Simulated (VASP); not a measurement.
# Ti (P6_3/mmc) in VASP: single point with PBE

Aim: the single point of Ti with PBE.

All numbers are computed with VASP 6.6.1; they aren't measurements. Logs are shortened: lines on timing, memory, paths and dates and some standing lists are left out, and cuts for length are marked.

### Step 1. The cell of the first run

The structure is hexagonal, space group P6_3/mmc (No. 194). Conventional cell: a = 2.950 Å, b = 2.950 Å, c = 4.680 Å, α = 90.00°, β = 90.00°, γ = 120.00°. Ti (site symmetry -6m2) has 12 Ti at 2.89 to 2.95 Å within 3.8 Å.

### Step 2. Single point, PBE

Input file INCAR:

```
SYSTEM = Ti
PREC     = Accurate       ! precision mode
ENCUT    = 500            ! plane-wave cutoff, eV
EDIFF    = 1E-6           ! SCF threshold, eV
ISMEAR   = 1              ! smearing method
SIGMA    = 0.1            ! smearing width, eV
LREAL    = .False.        ! projectors in reciprocal space
LASPH    = .True.         ! aspherical terms in the spheres
NELM     = 120            ! most SCF steps
ALGO     = Normal         ! electronic algorithm
ISIF     = 2              ! what is computed and relaxed
LWAVE    = .False.        ! write WAVECAR
LCHARG   = .True.         ! write CHGCAR
GGA      = PE             ! functional
LELF     = .True.         ! ELF
LVHAR    = .True.       
NBANDS   = 110            ! bands
GGA_COMPAT= .False.
```

Input file KPOINTS:

```
Automatic mesh
0
Gamma
  3 3 2
  0 0 0
```

Input file POSCAR:

```
Ti
1.0
    5.9000000679      0.0000000000      0.0000000000
   -2.9500000340      5.1095499412      0.0000000000
    0.0000000000      0.0000000000      9.3600000000
Ti
16
Direct
    0.1666666667      0.3333333333      0.1250000000
    0.3333333333      0.1666666667      0.3750000000
    0.1666666667      0.3333333333      0.6250000000
    0.3333333333      0.1666666667      0.8750000000
    0.1666666667      0.8333333333      0.1250000000
    0.3333333333      0.6666666667      0.3750000000
    0.1666666667      0.8333333333      0.6250000000
    0.3333333333      0.6666666667      0.8750000000
    0.6666666667      0.3333333333      0.1250000000
    0.8333333333      0.1666666667      0.3750000000
    0.6666666667      0.3333333333      0.6250000000
    0.8333333333      0.1666666667      0.8750000000
    0.6666666667      0.8333333333      0.1250000000
    0.8333333333      0.6666666667      0.3750000000
    0.6666666667      0.8333333333      0.6250000000
    0.8333333333      0.6666666667      0.8750000000
```

Potentials or basis: VASP PAW PBE potentials, release 64 (Ti_sv).

Run with:

```sh
cat potpaw_PBE.64/Ti_sv/POTCAR > POTCAR
mpirun -np 1 vasp_std > vasp.out
```

OUTCAR:

```text
SYSTEM = Ti
   PREC = Accurate
   ENCUT = 500
   EDIFF = 1E-6
   ISMEAR = 1
   LREAL = .False.
   LASPH = .True.
   NELM = 120
   ISIF = 2
   GGA = PE

 ion  position               nearest neighbor table
   1  0.167  0.333  0.125-   2 2.89   4 2.89  10 2.89  12 2.89   6 2.89   8 2.89
   2  0.333  0.167  0.375-   1 2.89   3 2.89   9 2.89  11 2.89   5 2.89   7 2.89
   3  0.167  0.333  0.625-   2 2.89   4 2.89  10 2.89  12 2.89   6 2.89   8 2.89
   4  0.333  0.167  0.875-   1 2.89   3 2.89   9 2.89  11 2.89   5 2.89   7 2.89
   5  0.167  0.833  0.125-   6 2.89   8 2.89  14 2.89  16 2.89   2 2.89   4 2.89
   6  0.333  0.667  0.375-   5 2.89   7 2.89  13 2.89  15 2.89   1 2.89   3 2.89
[... 8 lines left out ...]
  15  0.667  0.833  0.625-  14 2.89  16 2.89   6 2.89   8 2.89  10 2.89  12 2.89
  16  0.833  0.667  0.875-  13 2.89  15 2.89   5 2.89   7 2.89   9 2.89  11 2.89

  LATTYP: Found a hexagonal cell.
 ALAT       =     5.9000000679
 C/A-ratio  =     1.5864406597

  Lattice vectors:

 A1 = (   5.9000000679,   0.0000000000,   0.0000000000)
 A2 = (  -2.9500000340,   5.1095499412,   0.0000000000)
 A3 = (   0.0000000000,   0.0000000000,   9.3600000000)

Analysis of symmetry for initial positions (statically):
=====================================================================
 Subroutine PRICEL returns following result:

  LATTYP: Found a hexagonal cell.
 ALAT       =     2.9500000339
 C/A-ratio  =     1.5864406597

  Lattice vectors:

 A1 = (   2.9500000339,   0.0000000000,   0.0000000000)
 A2 = (  -1.4750000170,   2.5547749706,   0.0000000000)
 A3 = (   0.0000000000,   0.0000000000,   4.6800000000)

   8 primitive cells build up your supercell.

 Routine SETGRP: Setting up the symmetry group for a
 hexagonal supercell.

 Subroutine GETGRP returns: Found 24 space group operations
 (whereof 12 operations were pure point group operations)
 out of a pool of 24 trial point group operations.

The static configuration has the point symmetry D_3d.
 The point group associated with its full space group is D_6h.

Analysis of symmetry for dynamics (positions and initial velocities):
=====================================================================
 Subroutine PRICEL returns following result:

  LATTYP: Found a hexagonal cell.
 ALAT       =     2.9500000339
 C/A-ratio  =     1.5864406597

  Lattice vectors:

 A1 = (   2.9500000339,   0.0000000000,   0.0000000000)
 A2 = (  -1.4750000170,   2.5547749706,   0.0000000000)
 A3 = (   0.0000000000,   0.0000000000,   4.6800000000)

   8 primitive cells build up your supercell.

 Routine SETGRP: Setting up the symmetry group for a
 hexagonal supercell.

 Subroutine GETGRP returns: Found 24 space group operations
 (whereof 12 operations were pure point group operations)
 out of a pool of 24 trial point group operations.

The dynamic configuration has the point symmetry D_3d.
 The point group associated with its full space group is D_6h.

 Subroutine INISYM returns: Found 24 space group operations
 (whereof 12 operations are pure point group operations),
 and found     8 'primitive' translations

----------------------------------------------------------------------------------------

                                     Primitive cell

  volume of cell :      35.2712

  direct lattice vectors                    reciprocal lattice vectors
     2.950000034  0.000000000  0.000000000     0.338983047  0.195711953  0.000000000
    -1.475000017  2.554774971  0.000000000     0.000000000  0.391423907  0.000000000
     0.000000000  0.000000000  4.680000000     0.000000000  0.000000000  0.213675214

  length of vectors
     2.950000034  2.950000034  4.680000000     0.391423907  0.391423907  0.213675214

  position of ions in fractional coordinates (direct lattice)
     0.333333333  0.666666667  0.250000000
     0.666666667  0.333333333  0.750000000

  ion indices of the primitive-cell ions
   primitive index   ion index
                 1           1
                 2           2

----------------------------------------------------------------------------------------

 KPOINTS: Automatic mesh

Automatic generation of k-mesh.
 Grid dimensions read from file:
 generate k-points for:    3    3    2

 Generating k-lattice:

  Cartesian coordinates                     Fractional coordinates (reciprocal lattice)
     0.056497174  0.032618659  0.000000000     0.333333333  0.000000000  0.000000000
     0.000000000  0.065237318  0.000000000     0.000000000  0.333333333  0.000000000
     0.000000000  0.000000000  0.053418803     0.000000000  0.000000000  0.500000000

  Length of vectors
     0.065237318  0.065237318  0.053418803

  Shift w.r.t. Gamma in fractional coordinates (k-lattice)
     0.000000000  0.000000000  0.000000000

 Subroutine IBZKPT returns following result:
 ===========================================

 Found      6 irreducible k-points:

 Following reciprocal coordinates:
            Coordinates               Weight
  0.000000  0.000000  0.000000      1.000000
  0.333333 -0.000000  0.000000      6.000000
  0.333333  0.333333  0.000000      2.000000
  0.000000  0.000000  0.500000      1.000000
  0.333333 -0.000000  0.500000      6.000000
  0.333333  0.333333  0.500000      2.000000
   k-points           NKPTS =      6   k-points in BZ     NKDIM =      6   number of bands    NBANDS=    110
   number of dos      NEDOS =    301   number of ions     NIONS =     16
   total plane-waves  NPLWV = 161280
   dimension x,y,z NGX =    48 NGY =   48 NGZ =   70
   dimension x,y,z NGXF=    96 NGYF=   96 NGZF=  140
   ions per type =              16
   NGX,Y,Z   is equivalent  to a cutoff of  13.53, 13.53, 12.43 a.u.
   NGXF,Y,Z  is equivalent  to a cutoff of  27.05, 27.05, 24.87 a.u.
 SYSTEM =  Ti
   PREC   = accura    normal or accurate (medium, high low for compatibility)
   ISTART =      0    job   : 0-new  1-cont  2-samecut
   ICHARG =      2    charge: 1-file 2-atom 10-const
   ISPIN  =      1    spin polarized calculation?
   LNONCOLLINEAR =      F non collinear calculations
   LSORBIT =      F    spin-orbit coupling
   LASPH  =      T    aspherical Exc in radial PAW
   ENCUT  =  500.0 eV  36.75 Ry    6.06 a.u.  10.76 10.76 17.07*2*pi/ulx,y,z
   NELM   =    120;   NELMIN=  2; NELMDL= -5     # of ELM steps
   EDIFF  = 0.1E-05   stopping-criterion for ELM
   LREAL  =      F    real-space projection
   EDIFFG = 0.1E-04   stopping-criterion for IOM
   NSW    =      0    number of steps for IOM
   IBRION =     -1    ionic relax: 0-MD 1-quasi-New 2-CG
   NFREE  =      0    steps in history (QN), initial steepest desc. (CG)
   ISIF   =      2    stress and relaxation
   ISYM   =      2    0-nonsym 1-usesym 2-fastsym
   POTIM  = 0.5000    time-step for ionic-motion
   TEBEG  =    0.0;   TEEND  =   0.0 temperature during run
   PSTRESS=    0.0 pullay stress
   NELECT =     192.0000    total number of electrons
   NUPDOWN=      -1.0000    fix difference up-down
   EMIN   =  10.00;   EMAX   =-10.00  energy-range for DOS
   EFERMI =   0.00;   METHOD = LEGACY
   ISMEAR =     1;   SIGMA  =   0.10  broadening in eV -4-tet -1-fermi 0-gaus
   EFERMI_NEDOS =   21; number of points for ismear=-14 and -15
   IALGO  =     38    algorithm
   IMIX   =      4    mixing-type and parameters
     AMIX     =   0.40;   BMIX     =  1.00
     AMIX_MAG =   1.60;   BMIX_MAG =  1.00
  volume/ion in A,a.u.               =      17.64       119.01
  Fermi-wavevector in a.u.,A,eV,Ry     =   1.439920  2.721054 28.209911  2.073370
  Thomas-Fermi vector in A             =   2.558722
   LORBIT       =      0    0 simple, 1 ext, 2 COOP (PROOUT), +10 PAW based schemes
   GGA     = PE    functional components
   LHFCALC =     F    Hartree Fock is set to
   AEXX    =    0.0000 exact exchange contribution
   IVDW    =     0    specifies the selected vdW correction
   LEPSILON=     F    determine dielectric tensor
   LRPA    =     F    only Hartree local field effects (RPA)
 non-spin polarized calculation
 Methfessel and Paxton  Order N= 1 SIGMA  =   0.10
  energy-cutoff  :      500.00
  volume of cell :      282.17
 maximum number of plane-waves:      7199
 NGX is ok and might be reduce to    48
   NGX = 21   NGY = 21   NGZ = 35

 number of electron     192.0000007 magnetization

 Free energy of the ion-electron system (eV)
  ---------------------------------------------------
  ext. energy  EPLUGINS =         0.00000000
  ---------------------------------------------------
  free energy    TOTEN  =      -125.19913013 eV

  energy without entropy =     -125.19056704  energy(sigma->0) =     -125.19627577

 E-fermi :   8.2619     XC(G=0): -11.4246

 val. band max:        8.2571594834   @ k =   0.0000   0.0000   0.0000
 cond. band min:       8.2714455621   @ k =   0.3333  -0.0000   0.5000
 fundamental gap:      0.0142860786
 Fermi energy:         8.2619334448

 k-point     1 :       0.0000    0.0000    0.0000
  band No.  band energies     occupation
      1     -48.7007      2.00000
      2     -48.6372      2.00000
      3     -48.6372      2.00000
      4     -48.5903      2.00000
      5     -48.5903      2.00000
      6     -48.5903      2.00000
[... 100 lines left out ...]
    107       8.9504     -0.00000
    108       9.0450     -0.00000

 k-point     2 :       0.3333   -0.0000    0.0000
  band No.  band energies     occupation
      1     -48.6764      2.00000
      2     -48.6232      2.00000
      3     -48.6204      2.00000
      4     -48.6204      2.00000
      5     -48.5906      2.00000
      6     -48.5906      2.00000
[... 100 lines left out ...]
    107       8.8219     -0.00000
    108       8.8240     -0.00000

 k-point     3 :       0.3333    0.3333    0.0000
  band No.  band energies     occupation
      1     -48.6374      2.00000
      2     -48.6374      2.00000
      3     -48.6374      2.00000
      4     -48.5950      2.00000
      5     -48.5950      2.00000
      6     -48.5950      2.00000
[... 100 lines left out ...]
    107       8.7193     -0.00000
    108       8.7194     -0.00000

 k-point     4 :       0.0000    0.0000    0.5000
  band No.  band energies     occupation
      1     -48.6822      2.00000
      2     -48.6822      2.00000
      3     -48.5919      2.00000
      4     -48.5919      2.00000
      5     -48.5842      2.00000
      6     -48.5842      2.00000
[... 100 lines left out ...]
    107       9.1065     -0.00000
    108       9.1071     -0.00000

 k-point     5 :       0.3333   -0.0000    0.5000
  band No.  band energies     occupation
      1     -48.6601      2.00000
      2     -48.6601      2.00000
      3     -48.6124      2.00000
      4     -48.6124      2.00000
      5     -48.5844      2.00000
      6     -48.5844      2.00000
[... 100 lines left out ...]
    107       8.7220     -0.00000
    108       8.7220     -0.00000

 k-point     6 :       0.3333    0.3333    0.5000
  band No.  band energies     occupation
      1     -48.6250      2.00000
      2     -48.6250      2.00000
      3     -48.6250      2.00000
      4     -48.6250      2.00000
      5     -48.6250      2.00000
      6     -48.6250      2.00000
[... 100 lines left out ...]
    107       8.8983     -0.00000
    108       8.8983     -0.00000
 [bands above 108 left out]

------------------------ aborting loop because EDIFF is reached ----------------------------------------

  FORCE on cell =-STRESS in cart. coord.  units (eV):
  Direction    XX          YY          ZZ          XY          YZ          ZX
  --------------------------------------------------------------------------------------
  -------------------------------------------------------------------------------------
  Total       -3.6277665     -3.6277665     -2.4224356      0.0000000      0.0000000      0.0000000
  in kB      -20.5986804    -20.5986804    -13.7547373      0.0000000      0.0000000      0.0000000
  external PRESSURE =     -18.3173660 kB  Pullay stress =       0.0000000 kB

 VOLUME and BASIS-vectors are now :
 -----------------------------------------------------------------------------
  energy-cutoff  :      500.00
  volume of cell :      282.17
      direct lattice vectors                 reciprocal lattice vectors
     5.900000068  0.000000000  0.000000000     0.169491523  0.097855977  0.000000000
    -2.950000034  5.109549941  0.000000000     0.000000000  0.195711953  0.000000000
     0.000000000  0.000000000  9.360000000     0.000000000  0.000000000  0.106837607

 POSITION                                       TOTAL-FORCE (eV/Angst)
 -----------------------------------------------------------------------------------
      0.00000      1.70318      1.17000         0.000000      0.000000     -0.000000
      1.47500      0.85159      3.51000        -0.000000     -0.000000      0.000000
      0.00000      1.70318      5.85000         0.000000      0.000000      0.000000
      1.47500      0.85159      8.19000        -0.000000      0.000000     -0.000000
     -1.47500      4.25796      1.17000         0.000000     -0.000000      0.000000
     -0.00000      3.40637      3.51000        -0.000000      0.000000      0.000000
[... 8 lines left out ...]
      1.47500      4.25796      5.85000         0.000000     -0.000000      0.000000
      2.95000      3.40637      8.19000        -0.000000      0.000000      0.000000
 -----------------------------------------------------------------------------------
    total drift:                               -0.000001      0.000001     -0.000000

  FREE ENERGIE OF THE ION-ELECTRON SYSTEM (eV)
  ---------------------------------------------------
  free  energy   TOTEN  =      -125.1991301320 eV

  energy  without entropy=     -125.1905670417  energy(sigma->0) =     -125.19627577
```

Run time: 2.8 min. Hardware: 1 thread of Intel Xeon 6975P-C (Granite Rapids), shared host; peak memory 0.44 GiB.

Results:

| Item | Value |
| --- | --- |
| Free energy | -125.1991 eV |
| Pressure | -1.8 GPa |
| Band gap on the k mesh | zero (bands 96 and 97 overlap by 0.82 eV) |

Caveat: the k points lie up to 0.41 Å⁻¹ apart, too coarse for converged energies and pressures of a metal.
